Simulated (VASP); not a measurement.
Here is a VASP 6.6.1 calculation.

The input POSCAR:

```
SnTe
1.0
    0.0000000000      3.6111460000      3.6472574600
    3.6111460000      0.0000000000      3.6472574600
    3.6111460000      3.6111460000      0.0000000000
Sn Te
1 1
Direct
    0.0000000000      0.0000000000      0.0000000000
    0.7500000000      0.7500000000      0.7500000000
```

The input INCAR.step1:

```
SYSTEM = SnTe
PREC = Accurate
ENCUT = 520
ISMEAR = -1
SIGMA = 0.05
LREAL = .False.
LASPH = .True.
NELM = 100
NBANDS = 17
GGA = PE
ALGO = Normal
EDIFF = 1E-4
LWAVE = .True.
LCHARG = .False.
```

INCAR.step2

```
SYSTEM = SnTe
PREC = Accurate
ENCUT = 520
EDIFF = 1E-6
ISMEAR = -1
SIGMA = 0.05
LREAL = .False.
LASPH = .True.
NELM = 100
ALGO = Normal
ISIF = 2
LWAVE = .False.
LCHARG = .False.
METAGGA = R2SCAN
LMIXTAU = .True.
IVDW = 13
VDW_S6 = 1.0
VDW_S8 = 0.6018749
VDW_A1 = 0.51559235
VDW_A2 = 5.77342911
NBANDS = 17
ISTART = 1
```

The input KPOINTS:

```
regular mesh
0
Gamma
  5 5 5
  0 0 0
```

Potentials or basis: VASP PAW PBE potentials, release 64 (Sn_d, Te).

Run with:

```sh
$ cat potpaw_PBE.64/Sn_d/POTCAR potpaw_PBE.64/Te/POTCAR > POTCAR
$ cp INCAR.step1 INCAR
$ mpirun -np 1 vasp_std > vasp.out
$ cp INCAR.step2 INCAR
$ mpirun -np 1 vasp_std > vasp.out
```

Problem. What does it give for the dispersion energy per atom?

Solution. -0.109 eV.

Problem. What does it give for the pressure?

Solution. -1.2 GPa.

Caveat: the PAW data sets were made with another functional, which shifts forces and pressure a little.
